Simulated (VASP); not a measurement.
# Si3P4 (I-43d) in VASP: notebook

Si3P4 is run at these levels: PBE; tasks: single point, relaxation of cell and atoms.

Everything below comes from runs of VASP 6.6.1. Logs are shortened: lines on timing, memory, paths and dates and some standing lists are left out, and cuts for length are marked.

### 1 The cell of the first run

It takes space group I-43d (No. 220, cubic). Conventional cell: a = 7.966 Å, b = 7.966 Å, c = 7.966 Å, α = 90.00°, β = 90.00°, γ = 90.00°. Si (site symmetry -4) has 4 P at 2.16 Å within 2.9 Å. Within 2.9 Å of P (site symmetry 3) lie 3 Si at 2.16 Å.

The cell was built from a structure type or drawn by symmetry, and may not be a known phase.

### 2 Single point, PBE

Input file INCAR:

```
  PREC = Accurate
  ENCUT = 520
  EDIFF = 1E-6
  ISMEAR = 0
  SIGMA = 0.1
  LREAL = F
  LASPH = T
  NELM = 60
  ALGO = Normal
  ISIF = 2
  LWAVE = F
  LCHARG = F
  GGA = PE
  NBANDS = 45
```

Input file KPOINTS:

```
Automatic mesh
0
Gamma
  4 4 4
```

Input file POSCAR:

```
Si3P4
1.0
   -3.9828081900      3.9828081900      3.9828081900
    3.9828081900     -3.9828081900      3.9828081900
    3.9828081900      3.9828081900     -3.9828081900
Si P
6 8
Direct
    0.2500000000      0.1250000000      0.8750000000
    0.8750000000      0.2500000000      0.1250000000
    0.7500000000      0.3750000000      0.6250000000
    0.6250000000      0.7500000000      0.3750000000
    0.1250000000      0.8750000000      0.2500000000
    0.3750000000      0.6250000000      0.7500000000
    0.5551999800      0.5551999800      0.5551999800
    0.4448000200      0.5000000000      0.0000000000
    0.5000000000      0.0000000000      0.9448000200
    0.0000000000      0.4448000200      0.5000000000
    0.9448000200      0.5000000000      0.0000000000
    0.0551999800      0.0551999800      0.0551999800
    0.0000000000      0.9448000200      0.5000000000
    0.5000000000      0.0000000000      0.4448000200
```

Potentials or basis: VASP PAW PBE potentials, release 64 (Si, P).

Run with:

```sh
$ cat potpaw_PBE.64/Si/POTCAR potpaw_PBE.64/P/POTCAR > POTCAR
$ mpirun -np 1 vasp_std > vasp.out
```

OUTCAR:

```text
PREC = Accurate
   ENCUT = 520
   EDIFF = 1E-6
   ISMEAR = 0
   LREAL = F
   LASPH = T
   NELM = 60
   ISIF = 2
   GGA = PE

 ion  position               nearest neighbor table
   1  0.250  0.125  0.875-   8 2.16   9 2.16  12 2.16  13 2.16
   2  0.875  0.250  0.125-   9 2.16  10 2.16  11 2.16  12 2.16
   3  0.750  0.375  0.625-   7 2.16  10 2.16  11 2.16  14 2.16
   4  0.625  0.750  0.375-   7 2.16   8 2.16  13 2.16  14 2.16
   5  0.125  0.875  0.250-  11 2.16  12 2.16  13 2.16  14 2.16
   6  0.375  0.625  0.750-   7 2.16   8 2.16   9 2.16  10 2.16
   7  0.555  0.555  0.555-   3 2.16   4 2.16   6 2.16
   8  0.445  0.500  0.000-   1 2.16   4 2.16   6 2.16
   9  0.500  0.000  0.945-   1 2.16   2 2.16   6 2.16
  10  0.000  0.445  0.500-   2 2.16   3 2.16   6 2.16
  11  0.945  0.500  0.000-   2 2.16   3 2.16   5 2.16
  12  0.055  0.055  0.055-   1 2.16   2 2.16   5 2.16
  13  0.000  0.945  0.500-   1 2.16   4 2.16   5 2.16
  14  0.500  0.000  0.445-   3 2.16   4 2.16   5 2.16

  LATTYP: Found a body centered cubic cell.
 ALAT       =     7.9656163800

  Lattice vectors:

 A1 = (  -3.9828081900,   3.9828081900,   3.9828081900)
 A2 = (   3.9828081900,  -3.9828081900,   3.9828081900)
 A3 = (   3.9828081900,   3.9828081900,  -3.9828081900)

Analysis of symmetry for initial positions (statically):
=====================================================================
 Subroutine PRICEL returns:
 Original cell was already a primitive cell.

 Routine SETGRP: Setting up the symmetry group for a
 body centered cubic supercell.

 Subroutine GETGRP returns: Found 24 space group operations
 (whereof  3 operations were pure point group operations)
 out of a pool of 48 trial point group operations.

The static configuration has the point symmetry C_3 .
 The point group associated with its full space group is T_d .

Analysis of symmetry for dynamics (positions and initial velocities):
=====================================================================
 Subroutine PRICEL returns:
 Original cell was already a primitive cell.

 Routine SETGRP: Setting up the symmetry group for a
 body centered cubic supercell.

 Subroutine GETGRP returns: Found 24 space group operations
 (whereof  3 operations were pure point group operations)
 out of a pool of 48 trial point group operations.

The dynamic configuration has the point symmetry C_3 .
 The point group associated with its full space group is T_d .

 Subroutine INISYM returns: Found 24 space group operations
 (whereof  3 operations are pure point group operations),
 and found     1 'primitive' translations

----------------------------------------------------------------------------------------

                                     Primitive cell

  volume of cell :     252.7133

  direct lattice vectors                    reciprocal lattice vectors
    -3.982808190  3.982808190  3.982808190     0.000000000  0.125539563  0.125539563
     3.982808190 -3.982808190  3.982808190     0.125539563  0.000000000  0.125539563
     3.982808190  3.982808190 -3.982808190     0.125539563  0.125539563  0.000000000

  length of vectors
     6.898426142  6.898426142  6.898426142     0.177539753  0.177539753  0.177539753

  position of ions in fractional coordinates (direct lattice)
     0.250000000  0.125000000  0.875000000
     0.875000000  0.250000000  0.125000000
     0.750000000  0.375000000  0.625000000
     0.625000000  0.750000000  0.375000000
     0.125000000  0.875000000  0.250000000
     0.375000000  0.625000000  0.750000000
     0.555199980  0.555199980  0.555199980
     0.444800020  0.500000000  0.000000000
     0.500000000  0.000000000  0.944800020
     0.000000000  0.444800020  0.500000000
     0.944800020  0.500000000  0.000000000
     0.055199980  0.055199980  0.055199980
     0.000000000  0.944800020  0.500000000
     0.500000000  0.000000000  0.444800020

  ion indices of the primitive-cell ions
   primitive index   ion index
                 1           1
                 2           2
                 3           3
                 4           4
                 5           5
                 6           6
                 7           7
                 8           8
                 9           9
                10          10
                11          11
                12          12
                13          13
                14          14

----------------------------------------------------------------------------------------

 KPOINTS: Automatic mesh

Automatic generation of k-mesh.
 Grid dimensions read from file:
 generate k-points for:    4    4    4

 Generating k-lattice:

  Cartesian coordinates                     Fractional coordinates (reciprocal lattice)
     0.000000000  0.031384891  0.031384891     0.250000000  0.000000000  0.000000000
     0.031384891  0.000000000  0.031384891     0.000000000  0.250000000  0.000000000
     0.031384891  0.031384891  0.000000000     0.000000000  0.000000000  0.250000000

  Length of vectors
     0.044384938  0.044384938  0.044384938

  Shift w.r.t. Gamma in fractional coordinates (k-lattice)
     0.000000000  0.000000000  0.000000000

 Subroutine IBZKPT returns following result:
 ===========================================

 Found      8 irreducible k-points:

 Following reciprocal coordinates:
            Coordinates               Weight
  0.000000  0.000000  0.000000      1.000000
  0.250000  0.000000  0.000000     12.000000
  0.500000  0.000000  0.000000      6.000000
  0.250000  0.250000  0.000000     24.000000
  0.250000  0.250000  0.250000      2.000000
 -0.250000  0.250000  0.250000      6.000000
  0.500000  0.500000  0.250000     12.000000
  0.500000  0.500000  0.500000      1.000000
   k-points           NKPTS =      8   k-points in BZ     NKDIM =      8   number of bands    NBANDS=     45
   number of dos      NEDOS =    301   number of ions     NIONS =     14
   total plane-waves  NPLWV = 157464
   dimension x,y,z NGX =    54 NGY =   54 NGZ =   54
   dimension x,y,z NGXF=   108 NGYF=  108 NGZF=  108
   ions per type =               6   8
   NGX,Y,Z   is equivalent  to a cutoff of  13.01, 13.01, 13.01 a.u.
   NGXF,Y,Z  is equivalent  to a cutoff of  26.03, 26.03, 26.03 a.u.
 SYSTEM =  unknown system
   PREC   = accura    normal or accurate (medium, high low for compatibility)
   ISTART =      0    job   : 0-new  1-cont  2-samecut
   ICHARG =      2    charge: 1-file 2-atom 10-const
   ISPIN  =      1    spin polarized calculation?
   LNONCOLLINEAR =      F non collinear calculations
   LSORBIT =      F    spin-orbit coupling
   LASPH  =      T    aspherical Exc in radial PAW
   ENCUT  =  520.0 eV  38.22 Ry    6.18 a.u.  12.83 12.83 12.83*2*pi/ulx,y,z
   NELM   =     60;   NELMIN=  2; NELMDL= -5     # of ELM steps
   EDIFF  = 0.1E-05   stopping-criterion for ELM
   LREAL  =      F    real-space projection
   EDIFFG = 0.1E-04   stopping-criterion for IOM
   NSW    =      0    number of steps for IOM
   IBRION =     -1    ionic relax: 0-MD 1-quasi-New 2-CG
   NFREE  =      0    steps in history (QN), initial steepest desc. (CG)
   ISIF   =      2    stress and relaxation
   ISYM   =      2    0-nonsym 1-usesym 2-fastsym
   POTIM  = 0.5000    time-step for ionic-motion
   TEBEG  =    0.0;   TEEND  =   0.0 temperature during run
   PSTRESS=    0.0 pullay stress
   NELECT =      64.0000    total number of electrons
   NUPDOWN=      -1.0000    fix difference up-down
   EMIN   =  10.00;   EMAX   =-10.00  energy-range for DOS
   EFERMI =   0.00;   METHOD = LEGACY
   ISMEAR =     0;   SIGMA  =   0.10  broadening in eV -4-tet -1-fermi 0-gaus
   EFERMI_NEDOS =   21; number of points for ismear=-14 and -15
   IALGO  =     38    algorithm
   IMIX   =      4    mixing-type and parameters
     AMIX     =   0.40;   BMIX     =  1.00
     AMIX_MAG =   1.60;   BMIX_MAG =  1.00
  volume/ion in A,a.u.               =      18.05       121.81
  Fermi-wavevector in a.u.,A,eV,Ry     =   1.035759  1.957301 14.596289  1.072797
  Thomas-Fermi vector in A             =   2.170118
   LORBIT       =      0    0 simple, 1 ext, 2 COOP (PROOUT), +10 PAW based schemes
   GGA     = PE    functional components
   LHFCALC =     F    Hartree Fock is set to
   AEXX    =    0.0000 exact exchange contribution
   IVDW    =     0    specifies the selected vdW correction
   LEPSILON=     F    determine dielectric tensor
   LRPA    =     F    only Hartree local field effects (RPA)
 non-spin polarized calculation
 Gauss-broadening in eV      SIGMA  =   0.10
  energy-cutoff  :      520.00
  volume of cell :      252.71
 maximum number of plane-waves:      6852
 NGX is ok and might be reduce to    54
   NGX = 25   NGY = 25   NGZ = 25

 number of electron      63.9999995 magnetization

 Free energy of the ion-electron system (eV)
  ---------------------------------------------------
  ext. energy  EPLUGINS =         0.00000000
  ---------------------------------------------------
  free energy    TOTEN  =       -72.95729950 eV

  energy without entropy =      -72.95681089  energy(sigma->0) =      -72.95705520

 E-fermi :   7.2014     XC(G=0):  -9.8821

 val. band max:        6.9980347793   @ k =   0.5000   0.0000   0.0000
 cond. band min:       7.3827873987   @ k =  -0.2500   0.2500   0.2500
 fundamental gap:      0.3847526194
 Fermi energy:         7.2014391828

 k-point     1 :       0.0000    0.0000    0.0000
  band No.  band energies     occupation
      1      -7.7833      2.00000
      2      -5.5752      2.00000
      3      -5.5752      2.00000
      4      -5.5752      2.00000
      5      -4.4096      2.00000
      6      -4.4096      2.00000
[... 36 lines left out ...]
     43       9.1581      0.00000
     44       9.1581      0.00000
[... 287 lines left out ...]
      3      -6.0382      2.00000
      4      -6.0382      2.00000
      5      -6.0382      2.00000
      6      -6.0382      2.00000
[... 36 lines left out ...]
     43      11.2709      0.00000
     44      11.2714      0.00000
 [bands above 44 left out]

------------------------ aborting loop because EDIFF is reached ----------------------------------------

  FORCE on cell =-STRESS in cart. coord.  units (eV):
  Direction    XX          YY          ZZ          XY          YZ          ZX
  --------------------------------------------------------------------------------------
  -------------------------------------------------------------------------------------
  Total       18.8627688     18.8627688     18.8627688     -0.0000000      0.0000000     -0.0000000
  in kB      119.5880704    119.5880704    119.5880704     -0.0000000      0.0000000     -0.0000000
  external PRESSURE =     119.5880704 kB  Pullay stress =       0.0000000 kB

 VOLUME and BASIS-vectors are now :
 -----------------------------------------------------------------------------
  energy-cutoff  :      520.00
  volume of cell :      252.71
      direct lattice vectors                 reciprocal lattice vectors
    -3.982808190  3.982808190  3.982808190     0.000000000  0.125539563  0.125539563
     3.982808190 -3.982808190  3.982808190     0.125539563  0.000000000  0.125539563
     3.982808190  3.982808190 -3.982808190     0.125539563  0.125539563  0.000000000

 POSITION                                       TOTAL-FORCE (eV/Angst)
 -----------------------------------------------------------------------------------
      2.98711      3.98281     -1.99140         0.000000      0.000000     -0.000000
     -1.99140      2.98711      3.98281         0.000000      0.000000     -0.000000
      0.99570      3.98281      1.99140         0.000000      0.000000     -0.000000
      1.99140      0.99570      3.98281         0.000000      0.000000     -0.000000
      3.98281     -1.99140      2.98711         0.000000      0.000000     -0.000000
      3.98281      1.99140      0.99570         0.000000      0.000000     -0.000000
      2.21126      2.21126      2.21126        -0.251750     -0.251750     -0.251750
      0.21985     -0.21985      3.76296        -0.251750      0.251750      0.251750
      1.77155      5.75436     -1.77155         0.251750      0.251750     -0.251750
      3.76296      0.21985     -0.21985         0.251750     -0.251750      0.251750
     -1.77155      1.77155      5.75436        -0.251750      0.251750      0.251750
      0.21985      0.21985      0.21985        -0.251750     -0.251750     -0.251750
      5.75436     -1.77155      1.77155         0.251750     -0.251750      0.251750
     -0.21985      3.76296      0.21985         0.251750      0.251750     -0.251750
 -----------------------------------------------------------------------------------
    total drift:                                0.000000      0.000000      0.000000

  FREE ENERGIE OF THE ION-ELECTRON SYSTEM (eV)
  ---------------------------------------------------
  free  energy   TOTEN  =       -72.9572995006 eV

  energy  without entropy=      -72.9568108923  energy(sigma->0) =      -72.95705520
```

Run time: 64 s. Hardware: 1 thread of Intel Xeon 6975P-C (Granite Rapids), shared host; peak memory 0.41 GiB.

Results:

```
Free energy            : -72.9573 eV
Pressure               : 12.0 GPa
Largest force          : 0.436 eV/Å
Band gap on the k mesh : 0.38 eV (least direct gap 0.53 eV)
```

Forces on the atoms (eV/Å):
```
Si   0.000  0.000  0.000
Si   0.000  0.000  0.000
Si   0.000  0.000  0.000
Si   0.000  0.000  0.000
Si   0.000  0.000  0.000
Si   0.000  0.000  0.000
P   -0.252 -0.252 -0.252
P   -0.252  0.252  0.252
P    0.252  0.252 -0.252
P    0.252 -0.252  0.252
P   -0.252  0.252  0.252
P   -0.252 -0.252 -0.252
P    0.252 -0.252  0.252
P    0.252  0.252 -0.252
```

Levels at points of the mesh, in eV from the valence-band top:
```csv
k point,band 28,band 29,band 30,band 31,band 32,band 33,band 34,band 35,band 36,band 37
"(0.00, 0.00, 0.00)",-1.91,-0.09,-0.09,-0.09,-0.04,0.83,0.83,0.83,0.95,0.95
"(0.50, 0.00, 0.00)",-2.21,-1.31,-1.31,0.00,0.00,1.32,1.32,1.63,1.63,1.72
"(0.50, 0.50, 0.50)",-2.00,-2.00,-2.00,-1.45,-1.45,1.26,1.26,1.26,1.26,1.26
```

Caveat: the cell stands under pressure.

(Part 1 of 2 ends here.)
